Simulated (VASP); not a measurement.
**Ti: single point with LDA**

Ti:

```
Ti
1.0
     2.86469    0.00000    0.00000
    -1.43234    2.48089    0.00000
     0.00000    0.00000    4.54566
Ti
2
Direct
  0.33333 0.66667 0.25000
  0.66667 0.33333 0.75000
```

- Program: VASP 6.6.1
- Task: single point
- Functional: LDA
- Potentials or basis: VASP PAW LDA potentials, release 64 (Ti_sv)
- Cutoff: 520 eV
- k mesh: 15 × 15 × 8
- Occupations: fermi-dirac, width 0.15 eV
- Spin: no spin polarisation

```
Pressure               : -0.3 GPa
Band gap on the k mesh : zero (band 12 reaches 9.67 eV, above the bottom of band 13 at 8.62 eV)
```

Levels at points of the mesh, in eV from the Fermi level:
```csv
k point,band 8,band 9,band 10,band 11,band 12,band 13,band 14,band 15,band 16,band 17
"(0.00, 0.00, 0.00)",-32.11,-6.24,-2.81,0.83,0.83,0.97,1.14,1.38,1.38,1.78
"(0.00, 0.00, 0.50)",-32.18,-4.29,-4.29,0.14,0.14,0.73,0.73,0.73,0.73,3.09
```

Run time: 3.5 min on 1 thread of AMD EPYC 9R45 (Zen 5) (shared host), peak memory 0.14 GiB.
